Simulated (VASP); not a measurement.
Here is a VASP 6.6.1 calculation.

INCAR

```
ALGO     = Normal         # electronic algorithm
EDIFF    = 1E-7           # SCF threshold, eV
EDIFFG   = -0.002         # ionic threshold
ENCUT    = 600            # plane-wave cutoff, eV
GGA      = PS             # functional
IBRION   = 2              # ionic algorithm
ISIF     = 3              # what is computed and relaxed
ISMEAR   = -1             # smearing method
LASPH    = T              # aspherical terms in the spheres
LCHARG   = F              # write CHGCAR
LREAL    = F              # projectors in reciprocal space
LWAVE    = F              # write WAVECAR
NELM     = 60             # most SCF steps
NSW      = 100            # ionic steps
PREC     = Accurate       # precision mode
PSTRESS  = 20.0         
SIGMA    = 0.05           # smearing width, eV
```

File KPOINTS:

```
k-points
0
Gamma
  16 16 16
```

POSCAR

```
BePd
1.0
    2.7978715238      0.0000000000      0.0000000000
    0.0000000000      2.7978715238      0.0000000000
    0.0000000000      0.0000000000      2.7978715238
Be Pd
1 1
Direct
    0.0000000000      0.0000000000      0.0000000000
    0.5000000000      0.5000000000      0.5000000000
```

Potentials or basis: VASP PAW PBE potentials, release 64 (Be, Pd).

The run is started by

```sh
$ cat potpaw_PBE.64/Be/POTCAR potpaw_PBE.64/Pd/POTCAR > POTCAR
$ mpirun -np 1 vasp_std > vasp.out
```

Question: Predict the relaxed volume.

Answer: 10.84 Å³/atom.

Question: What does it give for the space group after relaxing (to 0.1 Å)?

Answer: Pm-3m (No. 221).

The path:
| step | energy change (eV) | largest force (eV/Å) | pressure (GPa) | volume (Å³) |
| --- | --- | --- | --- | --- |
| 1 | 0.0000 | 0.0000 | 0.07 | 21.90 |
| 2 | 0.0050 | 0.0000 | 3.91 | 21.49 |
| 3 | 0.0014 | 0.0000 | 2.01 | 21.69 |

Caveat: the cell is relaxed towards a set pressure, so the run minimises the enthalpy, not the energy; the PAW data sets were made with another functional, which shifts forces and pressure a little.
